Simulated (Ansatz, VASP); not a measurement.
## SrCl2 in VASP and in Ansatz

```xyz
3
Lattice="0.0000 3.4855 3.4855 3.4855 0.0000 3.4855 3.4855 3.4855 0.0000" Properties=species:S:1:pos:R:3 pbc="T T T"
Sr    0.0000    0.0000    0.0000
Cl    1.8177    1.7428    1.7428
Cl    5.3032    5.2283    5.2283
```

Change from the starting cell: all Cl atoms moved +0.075 Å, as atom 2 along Cartesian [1 0 0].

Alike in both runs: task single point; functional r2SCAN; k mesh 6 × 6 × 6; occupations gaussian, width 0.05 eV; no spin polarisation.

```csv
,VASP,Ansatz
version,VASP 6.6.1,Ansatz 0.2.0
potentials or method,"VASP PAW PBE potentials, release 64 (Sr_sv, Cl), cutoff 520 eV","scalar-relativistic, plane waves, PAW"
valence electrons in the cell,24,24
```

Ansatz gave:

* gap on the k mesh at the Fermi level (eV): 5.97
* least direct gap on the mesh (eV): 5.98
* pressure (GPa): 0.5
* rms of the force components (eV/Å): 0.091

**Question.** Which values does VASP return?

**Answer.** gap on the k mesh at the Fermi level (eV): 5.97; least direct gap on the mesh (eV): 5.98; pressure (GPa): 0.5; rms of the force components (eV/Å): 0.092.

VASP's potentials were made for PBE, not for r2SCAN. Atom by atom the forces differ by 0.002 eV/Å (rms over components).
